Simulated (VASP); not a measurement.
# Te (Im-3m) in VASP: a series of runs, part 2 of 2

VASP 6.6.1. The steps go on from the part before.

**3. Single point, PBEsol**

Input file INCAR:

```
PREC = Accurate
ENCUT = 520
EDIFF = 1E-6
ISMEAR = 1
SIGMA = 0.025
LREAL = False
LASPH = True
NELM = 80
ALGO = Normal
ISIF = 2
LWAVE = False
LCHARG = False
GGA = PS
NBANDS = 9
```

Input file KPOINTS:

```
Automatic mesh
0
Gamma
  15 15 15
```

Input file POSCAR:

```
Te
1.0
   -1.7915385810      1.7915385810      1.7915385810
    1.7915385810     -1.7915385810      1.7915385810
    1.7915385810      1.7915385810     -1.7915385810
Te
1
Direct
    0.0000000000      0.0000000000      0.0000000000
```

Potentials or basis: VASP PAW PBE potentials, release 64 (Te).

Launch:

```bash
$ cat potpaw_PBE.64/Te/POTCAR > POTCAR
$ mpirun -np 1 vasp_std > vasp.out
```

OUTCAR:

```text
PREC = Accurate
   ENCUT = 520
   EDIFF = 1E-6
   ISMEAR = 1
   LREAL = False
   LASPH = True
   NELM = 80
   ISIF = 2
   GGA = PS

 ion  position               nearest neighbor table
   1  0.000  0.000  0.000-

  LATTYP: Found a body centered cubic cell.
 ALAT       =     3.5830771620

  Lattice vectors:

 A1 = (  -1.7915385810,   1.7915385810,   1.7915385810)
 A2 = (   1.7915385810,  -1.7915385810,   1.7915385810)
 A3 = (   1.7915385810,   1.7915385810,  -1.7915385810)

Analysis of symmetry for initial positions (statically):
=====================================================================
 Subroutine PRICEL returns:
 Original cell was already a primitive cell.

 Routine SETGRP: Setting up the symmetry group for a
 body centered cubic supercell.

 Subroutine GETGRP returns: Found 48 space group operations
 (whereof 48 operations were pure point group operations)
 out of a pool of 48 trial point group operations.

The static configuration has the point symmetry O_h .

Analysis of symmetry for dynamics (positions and initial velocities):
=====================================================================
 Subroutine PRICEL returns:
 Original cell was already a primitive cell.

 Routine SETGRP: Setting up the symmetry group for a
 body centered cubic supercell.

 Subroutine GETGRP returns: Found 48 space group operations
 (whereof 48 operations were pure point group operations)
 out of a pool of 48 trial point group operations.

The dynamic configuration has the point symmetry O_h .

 Subroutine INISYM returns: Found 48 space group operations
 (whereof 48 operations are pure point group operations),
 and found     1 'primitive' translations

----------------------------------------------------------------------------------------

                                     Primitive cell
[... 104 lines left out ...]
   ISMEAR =     1;   SIGMA  =   0.03  broadening in eV -4-tet -1-fermi 0-gaus
   EFERMI_NEDOS =   21; number of points for ismear=-14 and -15
   IALGO  =     38    algorithm
   IMIX   =      4    mixing-type and parameters
     AMIX     =   0.40;   BMIX     =  1.00
     AMIX_MAG =   1.60;   BMIX_MAG =  1.00
  volume/ion in A,a.u.               =      23.00       155.22
  Fermi-wavevector in a.u.,A,eV,Ry     =   1.046034  1.976717 14.887316  1.094187
  Thomas-Fermi vector in A             =   2.180855
   LORBIT       =      0    0 simple, 1 ext, 2 COOP (PROOUT), +10 PAW based schemes
   GGA     = PS    functional components
   LHFCALC =     F    Hartree Fock is set to
   AEXX    =    0.0000 exact exchange contribution
   IVDW    =     0    specifies the selected vdW correction
   LEPSILON=     F    determine dielectric tensor
   LRPA    =     F    only Hartree local field effects (RPA)
 non-spin polarized calculation
 Methfessel and Paxton  Order N= 1 SIGMA  =   0.03
  energy-cutoff  :      520.00
  volume of cell :       23.00
 maximum number of plane-waves:       638
   NGX = 11   NGY = 11   NGZ = 11

 number of electron       6.0000000 magnetization

 Free energy of the ion-electron system (eV)
  ---------------------------------------------------
  ext. energy  EPLUGINS =         0.00000000
  ---------------------------------------------------
  free energy    TOTEN  =        -3.12223894 eV

  energy without entropy =       -3.12204471  energy(sigma->0) =       -3.12217420

 E-fermi :  11.0340     XC(G=0): -11.1492

 val. band max:       11.0254941716   @ k =   0.2000   0.1333  -0.0000
 cond. band min:      11.0478017303   @ k =  -0.3333   0.3333   0.2000
 fundamental gap:      0.0223075587
 Fermi energy:        11.0339751998

 k-point     1 :       0.0000    0.0000    0.0000
  band No.  band energies     occupation
      1      -4.8548      2.00000
      2      15.2460      0.00000
      3      15.2460      0.00000
      4      15.2460      0.00000
      5      21.3906      0.00000
      6      21.3906      0.00000
      7      21.3906      0.00000
      8      22.6930      0.00000
      9      22.6930      0.00000
[... 265 lines left out ...]
 k-point    24 :       0.4000    0.2000   -0.0000
  band No.  band energies     occupation
      1      -0.0303      2.00000
      2       4.0625      2.00000
      3       7.8530      2.00000
      4      12.2022      0.00000
      5      18.3850      0.00000
      6      21.3592      0.00000
      7      23.4536      0.00000
      8      23.5899      0.00000
      9      29.8823      0.00000

 [... further k-points ...]
[... 5 lines left out ...]
  --------------------------------------------------------------------------------------
  -------------------------------------------------------------------------------------
  Total        2.1960858      2.1960858      2.1960858     -0.0000000     -0.0000000      0.0000000
  in kB      152.9753326    152.9753326    152.9753326     -0.0000000     -0.0000000      0.0000000
  external PRESSURE =     152.9753326 kB  Pullay stress =       0.0000000 kB

 VOLUME and BASIS-vectors are now :
 -----------------------------------------------------------------------------
  energy-cutoff  :      520.00
  volume of cell :       23.00
      direct lattice vectors                 reciprocal lattice vectors
    -1.791538581  1.791538581  1.791538581     0.000000000  0.279089719  0.279089719
     1.791538581 -1.791538581  1.791538581     0.279089719  0.000000000  0.279089719
     1.791538581  1.791538581 -1.791538581     0.279089719  0.279089719  0.000000000

 POSITION                                       TOTAL-FORCE (eV/Angst)
 -----------------------------------------------------------------------------------
      0.00000      0.00000      0.00000         0.000000     -0.000000     -0.000000
 -----------------------------------------------------------------------------------
    total drift:                                0.000000      0.000000      0.000000

  FREE ENERGIE OF THE ION-ELECTRON SYSTEM (eV)
  ---------------------------------------------------
  free  energy   TOTEN  =        -3.1222389416 eV

  energy  without entropy=       -3.1220447077  energy(sigma->0) =       -3.12217420
```

OSZICAR:

```text
N       E                     dE             d eps       ncg     rms          rms(c)
DAV:   1     0.102666391207E+02    0.10267E+02   -0.24967E+03  2168   0.529E+02
DAV:   2    -0.286791408371E+01   -0.13135E+02   -0.12865E+02  3012   0.718E+01
DAV:   3    -0.312403385242E+01   -0.25612E+00   -0.25036E+00  2746   0.976E+00
DAV:   4    -0.312515331967E+01   -0.11195E-02   -0.11194E-02  2921   0.733E-01
DAV:   5    -0.312515774127E+01   -0.44216E-05   -0.44210E-05  2785   0.356E-02    0.986E+00
DAV:   6    -0.312331821486E+01    0.18395E-02   -0.44239E-04  2762   0.118E-01    0.599E+00
DAV:   7    -0.312223838410E+01    0.10798E-02   -0.10722E-03  2395   0.176E-01    0.983E-02
DAV:   8    -0.312224058211E+01   -0.21980E-05   -0.18584E-05  2806   0.316E-02    0.507E-02
DAV:   9    -0.312223915640E+01    0.14257E-05   -0.24203E-06  2703   0.908E-03    0.362E-02
DAV:  10    -0.312223894157E+01    0.21483E-06   -0.11039E-07  1397   0.242E-03
   1 F= -.31222389E+01 E0= -.31221742E+01  d E =-.194234E-03
```

Run time: 14 s. Hardware: 1 thread of Intel Xeon Platinum 8488C (Sapphire Rapids), shared host; peak memory 0.15 GiB.

What came out:

| Item | Value |
| --- | --- |
| Free energy | -3.1222 eV |
| Pressure | 15.3 GPa |
| Band gap on the k mesh | zero (band 3 reaches 15.25 eV, above the bottom of band 4 at 7.24 eV) |

Levels at points of the mesh, in eV from the Fermi level:
```tsv
k point	band 1	band 2	band 3	band 4	band 5	band 6	band 7
(0.00, 0.00, 0.00)	-15.89	4.21	4.21	4.21	10.36	10.36	10.36
```

Caveat: the PAW data sets were made with another functional, which shifts forces and pressure a little; spin-orbit coupling is left out, which moves the levels of the heavy elements.
